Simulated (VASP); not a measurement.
# BN (P6_3/mmc) in VASP: a series of runs

Runs on BN. Level: r2SCAN. Tasks: single point.

Program: VASP 6.6.1. These are calculated values, not measurements. Logs are shortened: lines on timing, memory, paths and dates and some standing lists are left out, and cuts for length are marked.

## Step 1: The cell of the first run

Symmetry: P6_3/mmc, No. 194, hexagonal system. Conventional cell: a = 2.501 Å, b = 2.501 Å, c = 7.080 Å, α = 90.00°, β = 90.00°, γ = 120.00°. B (site symmetry -6m2) has 3 N at 1.44 Å within 1.9 Å. Within 1.9 Å of N (site symmetry -6m2) lie 3 B at 1.44 Å.

## Step 2: Single point, r2SCAN (strain +0.0300 x Voigt [0, 0, 1, 0, 0, 0])

Input file POSCAR:

```
BN
1.0
    2.5009753125      0.0000000000      0.0000000000
   -1.2504876563      2.1659081548      0.0000000000
    0.0000000000      0.0000000000      7.0803865154
B N
2 2
Direct
    0.3333333333      0.6666666667      0.2500000000
    0.6666666667      0.3333333333      0.7500000000
    0.3333333333      0.6666666667      0.7500000000
    0.6666666667      0.3333333333      0.2500000000
```

Input file INCAR.step1:

```
PREC = Accurate
ENCUT = 520
ISMEAR = 0
SIGMA = 0.05
LREAL = False
LASPH = True
NELM = 80
NBANDS = 16
GGA = PE
ALGO = Normal
EDIFF = 1E-4
LWAVE = True
LCHARG = False
```

Input file INCAR.step2:

```
PREC = Accurate
ENCUT = 520
EDIFF = 1E-7
ISMEAR = 0
SIGMA = 0.05
LREAL = False
LASPH = True
NELM = 80
ALGO = Normal
ISIF = 2
LWAVE = False
LCHARG = True
METAGGA = R2SCAN
LMIXTAU = True
LELF = True
LVHAR = True
NBANDS = 16
ISTART = 1
```

Input file KPOINTS:

```
regular mesh
0
Gamma
  12 12 4
```

Potentials or basis: VASP PAW PBE potentials, release 64 (B, N).

On the command line:

```
$ cat potpaw_PBE.64/B/POTCAR potpaw_PBE.64/N/POTCAR > POTCAR
$ cp INCAR.step1 INCAR
$ mpirun -np 1 vasp_std > vasp.out
$ cp INCAR.step2 INCAR
$ mpirun -np 1 vasp_std > vasp.out
```

OUTCAR:

```text
PREC = Accurate
   ENCUT = 520
   EDIFF = 1E-7
   ISMEAR = 0
   LREAL = False
   LASPH = True
   NELM = 80
   ISIF = 2
   METAGGA = R2SCAN
   ISTART = 1

 ion  position               nearest neighbor table
   1  0.333  0.667  0.250-   4 1.44   4 1.44   4 1.44
   2  0.667  0.333  0.750-   3 1.44   3 1.44   3 1.44
   3  0.333  0.667  0.750-   2 1.44   2 1.44   2 1.44
   4  0.667  0.333  0.250-   1 1.44   1 1.44   1 1.44

  LATTYP: Found a hexagonal cell.
 ALAT       =     2.5009753125
 C/A-ratio  =     2.8310501427

  Lattice vectors:

 A1 = (   2.5009753125,   0.0000000000,   0.0000000000)
 A2 = (  -1.2504876563,   2.1659081548,   0.0000000000)
 A3 = (   0.0000000000,   0.0000000000,   7.0803865154)

Analysis of symmetry for initial positions (statically):
=====================================================================
 Subroutine PRICEL returns:
 Original cell was already a primitive cell.

 Routine SETGRP: Setting up the symmetry group for a
 hexagonal supercell.

 Subroutine GETGRP returns: Found 24 space group operations
 (whereof 12 operations were pure point group operations)
 out of a pool of 24 trial point group operations.

The static configuration has the point symmetry D_3d.
 The point group associated with its full space group is D_6h.

Analysis of symmetry for dynamics (positions and initial velocities):
=====================================================================
 Subroutine PRICEL returns:
 Original cell was already a primitive cell.

 Routine SETGRP: Setting up the symmetry group for a
 hexagonal supercell.

 Subroutine GETGRP returns: Found 24 space group operations
 (whereof 12 operations were pure point group operations)
 out of a pool of 24 trial point group operations.

The dynamic configuration has the point symmetry D_3d.
 The point group associated with its full space group is D_6h.

 Subroutine INISYM returns: Found 24 space group operations
 (whereof 12 operations are pure point group operations),
 and found     1 'primitive' translations

----------------------------------------------------------------------------------------

                                     Primitive cell

  volume of cell :      38.3536

  direct lattice vectors                    reciprocal lattice vectors
     2.500975313  0.000000000  0.000000000     0.399844011  0.230850047  0.000000000
    -1.250487656  2.165908155  0.000000000     0.000000000  0.461700095  0.000000000
     0.000000000  0.000000000  7.080386515     0.000000000  0.000000000  0.141235227

  length of vectors
     2.500975313  2.500975312  7.080386515     0.461700095  0.461700095  0.141235227

  position of ions in fractional coordinates (direct lattice)
     0.333333333  0.666666667  0.250000000
     0.666666667  0.333333333  0.750000000
     0.333333333  0.666666667  0.750000000
     0.666666667  0.333333333  0.250000000

  ion indices of the primitive-cell ions
   primitive index   ion index
                 1           1
                 2           2
                 3           3
                 4           4

----------------------------------------------------------------------------------------

 KPOINTS: regular mesh

Automatic generation of k-mesh.
 Grid dimensions read from file:
 generate k-points for:   12   12    4

 Generating k-lattice:

  Cartesian coordinates                     Fractional coordinates (reciprocal lattice)
     0.033320334  0.019237504  0.000000000     0.083333333  0.000000000  0.000000000
     0.000000000  0.038475008  0.000000000     0.000000000  0.083333333  0.000000000
     0.000000000  0.000000000  0.035308807     0.000000000  0.000000000  0.250000000

  Length of vectors
     0.038475008  0.038475008  0.035308807

  Shift w.r.t. Gamma in fractional coordinates (k-lattice)
     0.000000000  0.000000000  0.000000000

 Subroutine IBZKPT returns following result:
 ===========================================

 Found     57 irreducible k-points:

 Following reciprocal coordinates:
            Coordinates               Weight
  0.000000  0.000000  0.000000      1.000000
  0.083333  0.000000  0.000000      6.000000
  0.166667  0.000000  0.000000      6.000000
  0.250000  0.000000  0.000000      6.000000
  0.333333  0.000000  0.000000      6.000000
  0.416667  0.000000  0.000000      6.000000
[... 16 lines left out ...]
  0.250000  0.000000  0.250000     12.000000
  0.333333  0.000000  0.250000     12.000000
 [... further k-points ...]
   k-points           NKPTS =     57   k-points in BZ     NKDIM =     57   number of bands    NBANDS=     16
   number of dos      NEDOS =    301   number of ions     NIONS =      4
   total plane-waves  NPLWV =  21600
   dimension x,y,z NGX =    20 NGY =   20 NGZ =   54
   dimension x,y,z NGXF=    40 NGYF=   40 NGZF=  108
   ions per type =               2   2
   NGX,Y,Z   is equivalent  to a cutoff of  13.29, 13.29, 12.68 a.u.
   NGXF,Y,Z  is equivalent  to a cutoff of  26.59, 26.59, 25.36 a.u.
 SYSTEM =  unknown system
   PREC   = accura    normal or accurate (medium, high low for compatibility)
   ISTART =      1    job   : 0-new  1-cont  2-samecut
   ICHARG =      0    charge: 1-file 2-atom 10-const
   ISPIN  =      1    spin polarized calculation?
   LNONCOLLINEAR =      F non collinear calculations
   LSORBIT =      F    spin-orbit coupling
   LASPH  =      T    aspherical Exc in radial PAW
   ENCUT  =  520.0 eV  38.22 Ry    6.18 a.u.   4.65  4.65 13.16*2*pi/ulx,y,z
   NELM   =     80;   NELMIN=  2; NELMDL=  0     # of ELM steps
   EDIFF  = 0.1E-06   stopping-criterion for ELM
   LREAL  =      F    real-space projection
   EDIFFG = 0.1E-05   stopping-criterion for IOM
   NSW    =      0    number of steps for IOM
   IBRION =     -1    ionic relax: 0-MD 1-quasi-New 2-CG
   NFREE  =      0    steps in history (QN), initial steepest desc. (CG)
   ISIF   =      2    stress and relaxation
   ISYM   =      2    0-nonsym 1-usesym 2-fastsym
   POTIM  = 0.5000    time-step for ionic-motion
   TEBEG  =    0.0;   TEEND  =   0.0 temperature during run
   PSTRESS=    0.0 pullay stress
   NELECT =      16.0000    total number of electrons
   NUPDOWN=      -1.0000    fix difference up-down
   EMIN   =  10.00;   EMAX   =-10.00  energy-range for DOS
   EFERMI =   0.00;   METHOD = LEGACY
   ISMEAR =     0;   SIGMA  =   0.05  broadening in eV -4-tet -1-fermi 0-gaus
   EFERMI_NEDOS =   21; number of points for ismear=-14 and -15
   IALGO  =     38    algorithm
   IMIX   =      4    mixing-type and parameters
     AMIX     =   0.40;   BMIX     =  1.00
     AMIX_MAG =   1.60;   BMIX_MAG =  1.00
  volume/ion in A,a.u.               =       9.59        64.71
  Fermi-wavevector in a.u.,A,eV,Ry     =   1.223243  2.311594 20.358712  1.496323
  Thomas-Fermi vector in A             =   2.358361
   LORBIT       =      0    0 simple, 1 ext, 2 COOP (PROOUT), +10 PAW based schemes
   METAGGA = R2SCAN    functional components
   LHFCALC =     F    Hartree Fock is set to
   AEXX    =    0.0000 exact exchange contribution
   IVDW    =     0    specifies the selected vdW correction
   LEPSILON=     F    determine dielectric tensor
   LRPA    =     F    only Hartree local field effects (RPA)
 non-spin polarized calculation
 Gauss-broadening in eV      SIGMA  =   0.05
  energy-cutoff  :      520.00
  volume of cell :       38.35
 maximum number of plane-waves:      1058
 NGX is ok and might be reduce to    20
   NGX =  9   NGY =  9   NGZ = 27

 number of electron      15.9999997 magnetization

 Free energy of the ion-electron system (eV)
  ---------------------------------------------------
  ext. energy  EPLUGINS =         0.00000000
  ---------------------------------------------------
  free energy    TOTEN  =       -38.59453251 eV

  energy without entropy =      -38.59453251  energy(sigma->0) =      -38.59453251

 E-fermi :   1.7780     XC(G=0): -10.3111

 val. band max:        1.5270765005   @ k =   0.3333   0.3333   0.5000
 cond. band min:       6.4970331143   @ k =   0.5000   0.0000   0.0000
 fundamental gap:      4.9699566138
 Fermi energy:         1.7780152652

 k-point     1 :       0.0000    0.0000    0.0000
  band No.  band energies     occupation
      1     -17.2380      2.00000
      2     -17.0635      2.00000
      3      -4.6143      2.00000
      4      -3.0253      2.00000
      5       0.1760      2.00000
      6       0.1760      2.00000
[... 8 lines left out ...]
     15      14.2008      0.00000
     16      15.7738      0.00000

 k-point     2 :       0.0833    0.0000    0.0000
  band No.  band energies     occupation
      1     -17.0969      2.00000
      2     -16.9253      2.00000
      3      -4.4207      2.00000
      4      -2.8467      2.00000
      5      -0.4117      2.00000
      6      -0.3975      2.00000
[... 8 lines left out ...]
     15      14.7364      0.00000
     16      15.2432      0.00000

 k-point     3 :       0.1667    0.0000    0.0000
  band No.  band energies     occupation
      1     -16.6814      2.00000
      2     -16.5186      2.00000
      3      -3.8473      2.00000
      4      -2.3212      2.00000
      5      -1.8995      2.00000
      6      -1.8823      2.00000
[... 8 lines left out ...]
     15      16.2087      0.00000
     16      16.2840      0.00000

 k-point     4 :       0.2500    0.0000    0.0000
  band No.  band energies     occupation
      1     -16.0213      2.00000
      2     -15.8738      2.00000
      3      -3.7843      2.00000
      4      -3.7542      2.00000
      5      -2.9225      2.00000
      6      -1.5227      2.00000
[... 8 lines left out ...]
     15      17.3095      0.00000
     16      18.6223      0.00000

 k-point     5 :       0.3333    0.0000    0.0000
  band No.  band energies     occupation
      1     -15.1901      2.00000
      2     -15.0670      2.00000
      3      -5.6547      2.00000
      4      -5.6111      2.00000
      5      -2.1809      2.00000
      6      -2.1467      2.00000
[... 8 lines left out ...]
     15      18.0715      0.00000
     16      21.3242      0.00000

 k-point     6 :       0.4167    0.0000    0.0000
  band No.  band energies     occupation
      1     -14.3728      2.00000
      2     -14.2896      2.00000
      3      -7.1372      2.00000
      4      -7.0898      2.00000
      5      -2.6127      2.00000
      6      -2.5768      2.00000
[... 8 lines left out ...]
     15      17.1013      0.00000
     16      20.4346      0.00000
[... 267 lines left out ...]
 k-point    21 :       0.0833    0.0000    0.2500
  band No.  band energies     occupation
      1     -17.0726      2.00000
      2     -16.9512      2.00000
      3      -4.2245      2.00000
      4      -3.1223      2.00000
      5      -0.4085      2.00000
      6      -0.3979      2.00000
[... 8 lines left out ...]
     15      14.9148      0.00000
     16      15.2212      0.00000

 k-point    22 :       0.1667    0.0000    0.2500
  band No.  band energies     occupation
      1     -16.6583      2.00000
      2     -16.5432      2.00000
      3      -3.6581      2.00000
      4      -2.5948      2.00000
      5      -1.8926      2.00000
      6      -1.8748      2.00000
[... 8 lines left out ...]
     15      16.2196      0.00000
     16      16.2726      0.00000

 k-point    23 :       0.2500    0.0000    0.2500
  band No.  band energies     occupation
      1     -16.0003      2.00000
      2     -15.8960      2.00000
      3      -3.7854      2.00000
      4      -3.7622      2.00000
      5      -2.7333      2.00000
      6      -1.7282      2.00000
[... 8 lines left out ...]
     15      18.6333      0.00000
     16      18.6392      0.00000

 k-point    24 :       0.3333    0.0000    0.2500
  band No.  band energies     occupation
      1     -15.1725      2.00000
      2     -15.0855      2.00000
      3      -5.6497      2.00000
      4      -5.6188      2.00000
      5      -2.1759      2.00000
      6      -2.1517      2.00000
[... 8 lines left out ...]
     15      19.0279      0.00000
     16      20.9933      0.00000

 [... further k-points ...]
[... 5 lines left out ...]
  --------------------------------------------------------------------------------------
  -------------------------------------------------------------------------------------
  Total        0.1535375      0.1535375     -0.1760389     -0.0000000      0.0000000      0.0000000
  in kB        6.4138464      6.4138464     -7.3538183     -0.0000000      0.0000000      0.0000000
  external PRESSURE =       1.8246248 kB  Pullay stress =       0.0000000 kB

 VOLUME and BASIS-vectors are now :
 -----------------------------------------------------------------------------
  energy-cutoff  :      520.00
  volume of cell :       38.35
      direct lattice vectors                 reciprocal lattice vectors
     2.500975313  0.000000000  0.000000000     0.399844011  0.230850047  0.000000000
    -1.250487656  2.165908155  0.000000000     0.000000000  0.461700095  0.000000000
     0.000000000  0.000000000  7.080386515     0.000000000  0.000000000  0.141235227

 POSITION                                       TOTAL-FORCE (eV/Angst)
 -----------------------------------------------------------------------------------
     -0.00000      1.44394      1.77010        -0.000000      0.000000      0.000000
      1.25049      0.72197      5.31029        -0.000000     -0.000000      0.000000
     -0.00000      1.44394      5.31029         0.000000     -0.000000      0.000000
      1.25049      0.72197      1.77010        -0.000000      0.000000      0.000000
 -----------------------------------------------------------------------------------
    total drift:                                0.000000     -0.000000      0.000000

  FREE ENERGIE OF THE ION-ELECTRON SYSTEM (eV)
  ---------------------------------------------------
  free  energy   TOTEN  =       -38.5945325136 eV

  energy  without entropy=      -38.5945325136  energy(sigma->0) =      -38.59453251
```

It took 4.3 min on 1 thread of AMD EPYC 7R43 (Zen 3), shared host; peak memory 0.13 GiB.

Results:

| Item | Value |
| --- | --- |
| Free energy | -38.5945 eV |
| Pressure | 0.2 GPa |
| Band gap on the k mesh | 4.97 eV, indirect (least direct gap 5.38 eV) |

Caveat: the cell differs from its parent crystal (strain +0.0300 x Voigt [0, 0, 1, 0, 0, 0]); the PAW data sets were made with another functional, which shifts forces and pressure a little. A k mesh can miss the band edges.

## Step 3: Single point, r2SCAN (strain +0.0350 x Voigt [0, 0, 1, 0, 0, 0])

Edit POSCAR of step 2 so:

```diff
@@ -4,3 +4,3 @@
    -1.2504876563      2.1659081548      0.0000000000
-    0.0000000000      0.0000000000      7.0803865154
+    0.0000000000      0.0000000000      7.1147573237
 B N
```

Input file INCAR.step1:

```
SYSTEM = BN
  PREC = Accurate
  ENCUT = 520
  ISMEAR = 0
  SIGMA = 0.05
  LREAL = .FALSE.
  LASPH = .TRUE.
  NELM = 100
  NBANDS = 16
  GGA = PE
  ALGO = Normal
  EDIFF = 1E-4
  LWAVE = .TRUE.
  LCHARG = .FALSE.
```

Input file INCAR.step2:

```
SYSTEM = BN
  PREC = Accurate
  ENCUT = 520
  EDIFF = 1E-6
  ISMEAR = 0
  SIGMA = 0.05
  LREAL = .FALSE.
  LASPH = .TRUE.
  NELM = 100
  ALGO = Normal
  ISIF = 2
  LWAVE = .FALSE.
  LCHARG = .FALSE.
  METAGGA = R2SCAN
  LMIXTAU = .TRUE.
  NBANDS = 16
  ISTART = 1
```

Input file KPOINTS:

```
Automatic mesh
0
G
  12 12 4
  0 0 0
```

Potentials or basis: VASP PAW PBE potentials, release 64 (B, N).

On the command line:

```
$ cat potpaw_PBE.64/B/POTCAR potpaw_PBE.64/N/POTCAR > POTCAR
$ cp INCAR.step1 INCAR
$ mpirun -np 1 vasp_std > vasp.out
$ cp INCAR.step2 INCAR
$ mpirun -np 1 vasp_std > vasp.out
```

Wall time 3.4 min (1 thread of AMD EPYC 7R43 (Zen 3), shared host); peak memory 0.13 GiB.

The run converged. Its results:

```yaml
Free_energy: -38.5939 eV
Pressure: 0.2 GPa
Band_gap_on_the_k_mesh: 4.98 eV, indirect (least direct gap 5.38 eV)
```

Stress tensor (GPa, compression positive):
```
 0.63  0.00  0.00
 0.00  0.63  0.00
 0.00  0.00 -0.80
```

Levels at points of the mesh, in eV from the valence-band top:
```csv
k point,band 6,band 7,band 8,band 9,band 10,band 11
"(0.00, 0.00, 0.00)",-1.35,-1.33,-1.33,5.19,10.12,12.35
"(0.50, 0.00, 0.00)",-4.25,-1.27,-0.58,4.98,6.07,10.19
"(0.00, 0.00, 0.50)",-1.34,-1.34,-1.34,7.30,7.30,12.39
"(0.50, 0.00, 0.50)",-4.27,-0.92,-0.92,5.37,5.37,10.62
```

Caveat: the cell differs from its parent crystal (strain +0.0350 x Voigt [0, 0, 1, 0, 0, 0]); the PAW data sets were made with another functional, which shifts forces and pressure a little. A k mesh can miss the band edges.

## Step 4: Single point, r2SCAN (strain +0.0400 x Voigt [0, 0, 1, 0, 0, 0])

Edit POSCAR of step 3 so:

```diff
@@ -4,3 +4,3 @@
    -1.2504876563      2.1659081548      0.0000000000
-    0.0000000000      0.0000000000      7.1147573237
+    0.0000000000      0.0000000000      7.1491281320
 B N
```

Input file INCAR.step1:

```
SYSTEM = BN
PREC = Accurate ; ENCUT = 520
ISMEAR = 0 ; SIGMA = 0.05
LREAL = .False. ; LASPH = .True.
NELM = 80 ; NBANDS = 16
GGA = PE ; ALGO = Normal
EDIFF = 1E-4 ; LWAVE = .True.
LCHARG = .False.
```

Input file INCAR.step2:

```
SYSTEM = BN
PREC = Accurate ; ENCUT = 520
EDIFF = 1E-6 ; ISMEAR = 0
SIGMA = 0.05 ; LREAL = .False.
LASPH = .True. ; NELM = 80
ALGO = Normal ; ISIF = 2
LWAVE = .False. ; LCHARG = .True.
METAGGA = R2SCAN ; LMIXTAU = .True.
LELF = .True. ; LVHAR = .True.
NBANDS = 16 ; ISTART = 1
```

Input file KPOINTS:

```
Automatic mesh
0
Gamma
  12 12 4
  0 0 0
```

On the command line:

```
$ cat potpaw_PBE.64/B/POTCAR potpaw_PBE.64/N/POTCAR > POTCAR
$ cp INCAR.step1 INCAR
$ mpirun -np 1 vasp_std > vasp.out
$ cp INCAR.step2 INCAR
$ mpirun -np 1 vasp_std > vasp.out
```

It took 3.8 min on 1 thread of AMD EPYC 7R43 (Zen 3), shared host; peak memory 0.13 GiB.

The run converged. Its results:

```
Free energy            : -38.5933 eV
Pressure               : 0.1 GPa
Band gap on the k mesh : 4.98 eV, indirect (least direct gap 5.38 eV)
```

Stress tensor (GPa, compression positive):
```
 0.63  0.00  0.00
 0.00  0.63  0.00
 0.00  0.00 -0.86
```

Levels at points of the mesh, in eV from the valence-band top:
```csv
k point,band 6,band 7,band 8,band 9,band 10,band 11
"(0.00, 0.00, 0.00)",-1.35,-1.33,-1.33,5.17,10.06,12.35
"(0.50, 0.00, 0.00)",-4.26,-1.26,-0.59,4.98,6.05,10.19
"(0.00, 0.00, 0.50)",-1.34,-1.34,-1.34,7.25,7.25,12.39
"(0.50, 0.00, 0.50)",-4.27,-0.92,-0.92,5.37,5.37,10.61
```

Caveat: the cell differs from its parent crystal (strain +0.0400 x Voigt [0, 0, 1, 0, 0, 0]); the PAW data sets were made with another functional, which shifts forces and pressure a little. A k mesh can miss the band edges.

## Step 5: The runs side by side

| cell | gap on the mesh (eV) | pressure (GPa) |
| --- | --- | --- |
| a = 2.501, b = 2.501, c = 7.080 Å, angles 90.0, 90.0, 120.0°, 4 atoms | 4.97 | 0.2 |
| a = 2.501, b = 2.501, c = 7.115 Å, angles 90.0, 90.0, 120.0°, 4 atoms | 4.98 | 0.2 |
| a = 2.501, b = 2.501, c = 7.149 Å, angles 90.0, 90.0, 120.0°, 4 atoms | 4.98 | 0.1 |

Alike in all rows: task single point; level r2SCAN; potentials or basis VASP PAW PBE potentials, release 64 (B, N); no spin polarisation; k mesh 12 × 12 × 4; cutoff (eV) 520; smearing gaussian 0.05 eV.

Caveats: the PAW data sets were made with another functional, which shifts forces and pressure a little.

Absolute energies hang on the potentials; compare differences alone.
